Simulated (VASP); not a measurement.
Runs of VASP 6.6.1 on SrO. The structure is that of space group F-43m (No. 216), or close to it. The cells are those of the table. 

```csv
cell,k mesh,smearing,gap on the mesh (eV),pressure (GPa)
"a = 3.969 Å, angles 60.0°, 2 atoms",6 × 6 × 6,gaussian 0.05 eV,2.49,0.4
"a = 4.029 Å, angles 60.0°, 2 atoms",8 × 8 × 8,gaussian 0.02 eV,2.37,-2.2
"a = 3.815 Å, angles 60.0°, 2 atoms",10 × 10 × 10,gaussian 0.02 eV,2.80,9.8
"a = 3.946 Å, angles 60.0°, 2 atoms",6 × 6 × 6,gaussian 0.05 eV,2.53,(a)
"a = 3.918 Å, angles 60.0°, 2 atoms",6 × 6 × 6,gaussian 0.05 eV,(b),3.0
```

Alike in all rows: task single point; level PBE; potentials or basis VASP PAW PBE potentials, release 64 (Sr_sv, O); no spin polarisation; cutoff (eV) 600.

Question: Fill in the values left out.

Answer: (a) 1.5; (b) 2.59.

Caveats: the cell stands under pressure (at least some runs).

A k mesh can miss the band edges, and the runs leave out spin-orbit coupling on Sr.
